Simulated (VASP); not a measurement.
# Au (Cmcm) in VASP: notebook

Au is run at these levels: PBE; tasks: single point.

Program: VASP 6.6.1. These are calculated values, not measurements. Logs are shortened: lines on timing, memory, paths and dates and some standing lists are left out, and cuts for length are marked.

### 1 The cell of the first run

It takes space group Cmcm (No. 63, orthorhombic). The conventional cell has a = 2.765 Å, b = 5.008 Å, c = 4.793 Å, α = 90.00°, β = 90.00°, γ = 90.00°. Within 3.6 Å of Au (site symmetry m2m) lie 12 Au at 2.76 to 2.91 Å.

### 2 Single point, PBE (16.59 Å³/atom)

File INCAR:

```
PREC = Accurate
ENCUT = 520
EDIFF = 1E-6
ISMEAR = -1
SIGMA = 0.05
LREAL = F
LASPH = T
NELM = 100
ALGO = Normal
ISIF = 2
LWAVE = F
LCHARG = F
GGA = PE
NBANDS = 18
```

File KPOINTS:

```
regular mesh
0
Gamma
  11 11 6
```

File POSCAR:

```
Au
1.0
    1.3824996368     -2.5037564861      0.0000000000
    1.3824996368      2.5037564861      0.0000000000
    0.0000000000      0.0000000000      4.7932809775
Au
2
Direct
    0.3346720300      0.6653279700      0.2500000000
    0.6653279700      0.3346720300      0.7500000000
```

Potentials or basis: VASP PAW PBE potentials, release 64 (Au).

Launch:

```
> cat potpaw_PBE.64/Au/POTCAR > POTCAR
> mpirun -np 1 vasp_std > vasp.out
```

OUTCAR:

```text
PREC = Accurate
   ENCUT = 520
   EDIFF = 1E-6
   ISMEAR = -1
   LREAL = F
   LASPH = T
   NELM = 100
   ISIF = 2
   GGA = PE

 ion  position               nearest neighbor table
   1  0.335  0.665  0.250-   2 2.89   2 2.89   2 2.89   2 2.89   2 2.91   2 2.91
   2  0.665  0.335  0.750-   1 2.89   1 2.89   1 2.89   1 2.89   1 2.91   1 2.91

  LATTYP: Found a base centered orthorhombic cell.
 ALAT       =     2.7649992736
 B/A-ratio  =     1.8110359088
 C/A-ratio  =     1.7335559627

  Lattice vectors:

 A1 = (   1.3824996368,  -2.5037564861,   0.0000000000)
 A2 = (   1.3824996368,   2.5037564861,   0.0000000000)
 A3 = (   0.0000000000,   0.0000000000,   4.7932809775)

Analysis of symmetry for initial positions (statically):
=====================================================================
 Subroutine PRICEL returns:
 Original cell was already a primitive cell.

 Routine SETGRP: Setting up the symmetry group for a
 base centered orthorhombic supercell.

 Subroutine GETGRP returns: Found  8 space group operations
 (whereof  4 operations were pure point group operations)
 out of a pool of  8 trial point group operations.

The static configuration has the point symmetry C_2h.
 The point group associated with its full space group is D_2h.

Analysis of symmetry for dynamics (positions and initial velocities):
=====================================================================
 Subroutine PRICEL returns:
 Original cell was already a primitive cell.

 Routine SETGRP: Setting up the symmetry group for a
 base centered orthorhombic supercell.

 Subroutine GETGRP returns: Found  8 space group operations
 (whereof  4 operations were pure point group operations)
 out of a pool of  8 trial point group operations.

The dynamic configuration has the point symmetry C_2h.
 The point group associated with its full space group is D_2h.

 Subroutine INISYM returns: Found  8 space group operations
 (whereof  4 operations are pure point group operations),
 and found     1 'primitive' translations

----------------------------------------------------------------------------------------

                                     Primitive cell

  volume of cell :      33.1833

  direct lattice vectors                    reciprocal lattice vectors
     1.382499637 -2.503756486  0.000000000     0.361663748 -0.199699932  0.000000000
     1.382499637  2.503756486  0.000000000     0.361663748  0.199699932  0.000000000
     0.000000000  0.000000000  4.793280978     0.000000000  0.000000000  0.208625366

  length of vectors
     2.860087724  2.860087724  4.793280978     0.413135243  0.413135243  0.208625366

  position of ions in fractional coordinates (direct lattice)
     0.334672030  0.665327970  0.250000000
     0.665327970  0.334672030  0.750000000

  ion indices of the primitive-cell ions
   primitive index   ion index
                 1           1
                 2           2

----------------------------------------------------------------------------------------

 KPOINTS: regular mesh

Automatic generation of k-mesh.
 Grid dimensions read from file:
 generate k-points for:   11   11    6

 Generating k-lattice:

  Cartesian coordinates                     Fractional coordinates (reciprocal lattice)
     0.032878523 -0.018154539  0.000000000     0.090909091  0.000000000  0.000000000
     0.032878523  0.018154539  0.000000000     0.000000000  0.090909091  0.000000000
     0.000000000  0.000000000  0.034770894     0.000000000  0.000000000  0.166666667

  Length of vectors
     0.037557749  0.037557749  0.034770894

  Shift w.r.t. Gamma in fractional coordinates (k-lattice)
     0.000000000  0.000000000  0.000000000

 Subroutine IBZKPT returns following result:
 ===========================================

 Found    144 irreducible k-points:

 Following reciprocal coordinates:
            Coordinates               Weight
  0.000000  0.000000  0.000000      1.000000
  0.090909  0.000000  0.000000      4.000000
  0.181818  0.000000  0.000000      4.000000
  0.272727  0.000000  0.000000      4.000000
  0.363636  0.000000  0.000000      4.000000
  0.454545  0.000000  0.000000      4.000000
[... 16 lines left out ...]
 -0.272727  0.181818  0.000000      4.000000
 -0.181818  0.181818  0.000000      2.000000
 [... further k-points ...]
   k-points           NKPTS =    144   k-points in BZ     NKDIM =    144   number of bands    NBANDS=     18
   number of dos      NEDOS =    301   number of ions     NIONS =      2
   total plane-waves  NPLWV =  20736
   dimension x,y,z NGX =    24 NGY =   24 NGZ =   36
   dimension x,y,z NGXF=    48 NGYF=   48 NGZF=   72
   ions per type =               2
   NGX,Y,Z   is equivalent  to a cutoff of  13.95, 13.95, 12.49 a.u.
   NGXF,Y,Z  is equivalent  to a cutoff of  27.90, 27.90, 24.97 a.u.
 SYSTEM =  unknown system
   PREC   = accura    normal or accurate (medium, high low for compatibility)
   ISTART =      0    job   : 0-new  1-cont  2-samecut
   ICHARG =      2    charge: 1-file 2-atom 10-const
   ISPIN  =      1    spin polarized calculation?
   LNONCOLLINEAR =      F non collinear calculations
   LSORBIT =      F    spin-orbit coupling
   LASPH  =      T    aspherical Exc in radial PAW
   ENCUT  =  520.0 eV  38.22 Ry    6.18 a.u.   5.32  5.32  8.91*2*pi/ulx,y,z
   NELM   =    100;   NELMIN=  2; NELMDL= -5     # of ELM steps
   EDIFF  = 0.1E-05   stopping-criterion for ELM
   LREAL  =      F    real-space projection
   EDIFFG = 0.1E-04   stopping-criterion for IOM
   NSW    =      0    number of steps for IOM
   IBRION =     -1    ionic relax: 0-MD 1-quasi-New 2-CG
   NFREE  =      0    steps in history (QN), initial steepest desc. (CG)
   ISIF   =      2    stress and relaxation
   ISYM   =      2    0-nonsym 1-usesym 2-fastsym
   POTIM  = 0.5000    time-step for ionic-motion
   TEBEG  =    0.0;   TEEND  =   0.0 temperature during run
   PSTRESS=    0.0 pullay stress
   NELECT =      22.0000    total number of electrons
   NUPDOWN=      -1.0000    fix difference up-down
   EMIN   =  10.00;   EMAX   =-10.00  energy-range for DOS
   EFERMI =   0.00;   METHOD = LEGACY
   ISMEAR =    -1;   SIGMA  =   0.05  broadening in eV -4-tet -1-fermi 0-gaus
   EFERMI_NEDOS =   21; number of points for ismear=-14 and -15
   IALGO  =     38    algorithm
   IMIX   =      4    mixing-type and parameters
     AMIX     =   0.40;   BMIX     =  1.00
     AMIX_MAG =   1.60;   BMIX_MAG =  1.00
  volume/ion in A,a.u.               =      16.59       111.97
  Fermi-wavevector in a.u.,A,eV,Ry     =   1.427499  2.697581 27.725307  2.037753
  Thomas-Fermi vector in A             =   2.547662
   LORBIT       =      0    0 simple, 1 ext, 2 COOP (PROOUT), +10 PAW based schemes
   GGA     = PE    functional components
   LHFCALC =     F    Hartree Fock is set to
   AEXX    =    0.0000 exact exchange contribution
   IVDW    =     0    specifies the selected vdW correction
   LEPSILON=     F    determine dielectric tensor
   LRPA    =     F    only Hartree local field effects (RPA)
 non-spin polarized calculation
  energy-cutoff  :      520.00
  volume of cell :       33.18
 maximum number of plane-waves:       912
 NGX is ok and might be reduce to    24
   NGX = 11   NGY = 11   NGZ = 17

 number of electron      22.0000004 magnetization

 Free energy of the ion-electron system (eV)
  ---------------------------------------------------
  ext. energy  EPLUGINS =         0.00000000
  ---------------------------------------------------
  free energy    TOTEN  =        -6.30712184 eV

  energy without entropy =       -6.29991416  energy(sigma->0) =       -6.30351800

 E-fermi :   9.8804     XC(G=0): -12.8761

 val. band max:        9.8776951750   @ k =  -0.3636   0.1818   0.3333
 cond. band min:       9.8810261250   @ k =  -0.4545   0.1818   0.5000
 fundamental gap:      0.0033309500
 Fermi energy:         9.8803995487

 k-point     1 :       0.0000    0.0000    0.0000
  band No.  band energies     occupation
      1      -0.2179      2.00000
      2       2.2388      2.00000
      3       4.8128      2.00000
      4       4.8779      2.00000
      5       5.2470      2.00000
      6       5.5105      2.00000
[... 10 lines left out ...]
     17      28.4406      0.00000
     18      29.4327      0.00000

 k-point     2 :       0.0909    0.0000    0.0000
  band No.  band energies     occupation
      1       0.0607      2.00000
      2       2.4759      2.00000
      3       4.7685      2.00000
      4       5.0875      2.00000
      5       5.3251      2.00000
      6       5.5221      2.00000
[... 10 lines left out ...]
     17      27.4256      0.00000
     18      28.0871      0.00000

 k-point     3 :       0.1818    0.0000    0.0000
  band No.  band energies     occupation
      1       0.8404      2.00000
      2       3.0435      2.00000
      3       4.6208      2.00000
      4       5.1975      2.00000
      5       5.1993      2.00000
      6       5.6069      2.00000
[... 10 lines left out ...]
     17      26.4800      0.00000
     18      27.3752      0.00000

 k-point     4 :       0.2727    0.0000    0.0000
  band No.  band energies     occupation
      1       1.8855      2.00000
      2       3.3070      2.00000
      3       4.3064      2.00000
      4       4.8028      2.00000
      5       5.0768      2.00000
      6       5.5467      2.00000
[... 375 lines left out ...]
      4       4.1776      2.00000
      5       5.0818      2.00000
      6       5.1653      2.00000
[... 10 lines left out ...]
     17      25.5110      0.00000
     18      26.2663      0.00000

 k-point    23 :      -0.2727    0.1818    0.0000
  band No.  band energies     occupation
      1       1.4247      2.00000
      2       3.2762      2.00000
      3       4.3555      2.00000
      4       4.7044      2.00000
      5       4.8714      2.00000
      6       5.5481      2.00000
[... 10 lines left out ...]
     17      26.8169      0.00000
     18      27.1208      0.00000

 k-point    24 :      -0.1818    0.1818    0.0000
  band No.  band energies     occupation
      1       0.7513      2.00000
      2       2.9078      2.00000
      3       4.4513      2.00000
      4       4.8676      2.00000
      5       5.2054      2.00000
      6       5.6362      2.00000
[... 10 lines left out ...]
     17      26.6863      0.00000
     18      26.9278      0.00000

 [... further k-points ...]

------------------------ aborting loop because EDIFF is reached ----------------------------------------

  FORCE on cell =-STRESS in cart. coord.  units (eV):
  Direction    XX          YY          ZZ          XY          YZ          ZX
  --------------------------------------------------------------------------------------
  -------------------------------------------------------------------------------------
  Total        3.8647084      2.5721595      2.4737041      0.0000000      0.0000000      0.0000000
  in kB      186.5981436    124.1905316    119.4368470      0.0000000      0.0000000      0.0000000
  external PRESSURE =     143.4085074 kB  Pullay stress =       0.0000000 kB

 VOLUME and BASIS-vectors are now :
 -----------------------------------------------------------------------------
  energy-cutoff  :      520.00
  volume of cell :       33.18
      direct lattice vectors                 reciprocal lattice vectors
     1.382499637 -2.503756486  0.000000000     0.361663748 -0.199699932  0.000000000
     1.382499637  2.503756486  0.000000000     0.361663748  0.199699932  0.000000000
     0.000000000  0.000000000  4.793280978     0.000000000  0.000000000  0.208625366

 POSITION                                       TOTAL-FORCE (eV/Angst)
 -----------------------------------------------------------------------------------
      1.38250      0.82788      1.19832         0.000000     -0.049208      0.000000
      1.38250     -0.82788      3.59496         0.000000      0.049208     -0.000000
 -----------------------------------------------------------------------------------
    total drift:                               -0.000000     -0.000000     -0.000000

  FREE ENERGIE OF THE ION-ELECTRON SYSTEM (eV)
  ---------------------------------------------------
  free  energy   TOTEN  =        -6.3071218429 eV

  energy  without entropy=       -6.2999141627  energy(sigma->0) =       -6.30351800
```

It took 58 s on 1 thread of Intel Xeon 8259CL, shared host; peak memory 0.2 GiB.

What came out:

| Item | Value |
| --- | --- |
| Free energy | -6.3071 eV |
| Pressure | 14.3 GPa |
| Largest force | 0.049 eV/Å |
| Band gap on the k mesh | zero (bands 11 and 12 overlap by 6.54 eV) |

Forces in eV/Å, atoms in the order of the input:
```
Au   0.000 -0.049  0.000
Au   0.000  0.049  0.000
```

Stress tensor (GPa, compression positive):
```
18.66  0.00  0.00
 0.00 12.42  0.00
 0.00  0.00 11.94
```

Levels at points of the mesh, in eV from the Fermi level:
```csv
k point,band 7,band 8,band 9,band 10,band 11,band 12,band 13,band 14,band 15,band 16
"(0.00, 0.00, 0.00)",-4.09,-3.68,-3.48,-2.24,-2.15,-1.31,2.73,14.57,15.60,16.82
"(0.00, 0.00, 0.50)",-4.43,-4.43,-2.75,-2.75,-2.58,-2.58,10.65,10.65,14.93,14.93
```

Caveat: the cell stands under pressure; spin-orbit coupling is left out, which moves the levels of the heavy elements.

### 3 Single point, PBE (17.30 Å³/atom)

This run uses another cell than the first one, of 17.30 Å³/atom.

File INCAR:

```
PREC = Accurate ; ENCUT = 520
EDIFF = 1E-6 ; ISMEAR = -1
SIGMA = 0.05 ; LREAL = False
LASPH = True ; NELM = 100
ALGO = Fast ; ISIF = 2
LWAVE = False ; LCHARG = False
GGA = PE ; NBANDS = 18
```

KPOINTS is that of step 2.

File POSCAR:

```
Au
1.0
    1.4018378006     -2.5387785952      0.0000000000
    1.4018378006      2.5387785952      0.0000000000
    0.0000000000      0.0000000000      4.8603285560
Au
2
Direct
    0.3346720300      0.6653279700      0.2500000000
    0.6653279700      0.3346720300      0.7500000000
```

Potentials or basis: VASP PAW PBE potentials, release 64 (Au).

Launch:

```
> cat potpaw_PBE.64/Au/POTCAR > POTCAR
> mpirun -np 1 vasp_std > vasp.out
```

Wall time 90 s (1 thread of Intel Xeon 8259CL, shared host); peak memory 0.2 GiB.

Results (log left out):

```
Free energy            : -6.3974 eV
Pressure               : 6.3 GPa
Largest force          : 0.034 eV/Å
Band gap on the k mesh : zero (bands 11 and 12 overlap by 6.33 eV)
```

Forces on the atoms (eV/Å):
```
Au   0.000 -0.034  0.000
Au   0.000  0.034  0.000
```

Stress tensor (GPa, compression positive):
```
9.63 0.00 0.00
0.00 4.66 0.00
0.00 0.00 4.59
```

Levels at points of the mesh, in eV from the Fermi level:
```tsv
k point	band 7	band 8	band 9	band 10	band 11	band 12	band 13	band 14	band 15	band 16
(0.00, 0.00, 0.00)	-3.90	-3.52	-3.34	-2.19	-2.10	-1.09	2.53	14.60	15.58	16.78
(0.00, 0.00, 0.50)	-4.22	-4.22	-2.67	-2.67	-2.51	-2.51	10.37	10.37	14.93	14.93
```

Caveat: the cell stands under pressure; spin-orbit coupling is left out, which moves the levels of the heavy elements.

### 4 Single point, PBE (18.00 Å³/atom)

This run uses another cell than the first one, of 18.00 Å³/atom.

File INCAR:

```
SYSTEM = Au
ALGO = Normal
EDIFF = 1E-6
ENCUT = 520
GGA = PE
ISIF = 2
ISMEAR = -1
LASPH = .True.
LCHARG = .True.
LELF = .True.
LREAL = .False.
LVHAR = .True.
LWAVE = .False.
NBANDS = 18
NELM = 60
PREC = Accurate
SIGMA = 0.05
```

File KPOINTS:

```
k-points
0
Gamma
  11 11 6
  0 0 0
```

File POSCAR:

```
Au
1.0
    1.4206566610     -2.5728602271      0.0000000000
    1.4206566610      2.5728602271      0.0000000000
    0.0000000000      0.0000000000      4.9255756512
Au
2
Direct
    0.3346720300      0.6653279700      0.2500000000
    0.6653279700      0.3346720300      0.7500000000
```

Launch:

```
> cat potpaw_PBE.64/Au/POTCAR > POTCAR
> mpirun -np 1 vasp_std > vasp.out
```

Wall time 92 s (1 thread of Intel Xeon 8259CL, shared host); peak memory 0.22 GiB.

Results (log left out):

| Item | Value |
| --- | --- |
| Free energy | -6.4248 eV |
| Pressure | 0.0 GPa |
| Largest force | 0.017 eV/Å |
| Band gap on the k mesh | zero (bands 11 and 12 overlap by 6.13 eV) |

Forces in eV/Å, atoms in the order of the input:
```
Au   0.000 -0.017  0.000
Au   0.000  0.017  0.000
```

Stress tensor (GPa, compression positive):
```
 2.60  0.00  0.00
 0.00 -1.45  0.00
 0.00  0.00 -1.09
```

Levels at points of the mesh, in eV from the Fermi level:
```csv
k point,band 7,band 8,band 9,band 10,band 11,band 12,band 13,band 14,band 15,band 16
"(0.00, 0.00, 0.00)",-3.74,-3.38,-3.22,-2.14,-2.06,-0.90,2.35,14.60,15.54,16.72
"(0.00, 0.00, 0.50)",-4.04,-4.04,-2.59,-2.59,-2.44,-2.44,10.11,10.11,14.92,14.92
```

Caveat: spin-orbit coupling is left out, which moves the levels of the heavy elements.

### 5 Summary

```csv
cell,gap on the mesh (eV),pressure (GPa),largest force (eV/Å)
"a = 2.860, b = 2.860, c = 4.793 Å, angles 90.0, 90.0, 122.2°, 2 atoms",none,14.3,0.05
"a = 2.900, b = 2.900, c = 4.860 Å, angles 90.0, 90.0, 122.2°, 2 atoms",none,6.3,0.03
"a = 2.939, b = 2.939, c = 4.926 Å, angles 90.0, 90.0, 122.2°, 2 atoms",none,0.0,0.02
```

Alike in all rows: task single point; level PBE; potentials or basis VASP PAW PBE potentials, release 64 (Au); no spin polarisation; k mesh 11 × 11 × 6; cutoff (eV) 520; smearing fermi-dirac 0.05 eV.

Caveats: spin-orbit coupling is left out, which moves the levels of the heavy elements; the cell stands under pressure (at least some runs).

Total energies depend on the potentials used, so only differences within one code and one set of settings carry meaning.
